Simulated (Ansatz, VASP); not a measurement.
## TiHg: VASP beside Ansatz

```
Ti Hg
1.0
     3.00900    0.00000    0.00000
     0.00000    3.00900    0.00000
     0.00000    0.00000    4.04100
Ti Hg
1 1
Direct
  0.50000 0.50000 0.50000
  0.00000 0.00000 0.00000
```

Alike in both runs: task single point; functional LDA; k mesh 14 × 14 × 10; occupations fermi-dirac, width 0.08 eV; no spin polarisation.

|  | VASP | Ansatz |
| --- | --- | --- |
| version | VASP 6.6.1 | Ansatz 0.2.0 |
| potentials or method | VASP PAW LDA potentials, release 64 (Ti_sv, Hg), cutoff 520 eV | all-electron LAPW, scalar-relativistic |

Ansatz gave:

| Item | Value |
| --- | --- |
| pressure (GPa) | -6.7 |
| traceless stress, the component that is largest in VASP (GPa) | 0.44 |

Task: Which values does VASP return?

Result: Pressure (GPa): -5.8; traceless stress, the component that is largest in VASP (GPa): 0.42.

LDA's correlation is that of Perdew and Zunger in VASP and of Perdew and Wang (1992) in Ansatz. Ansatz ran all-electron here, and VASP with PAW potentials.

Neither program's run includes spin-orbit coupling.
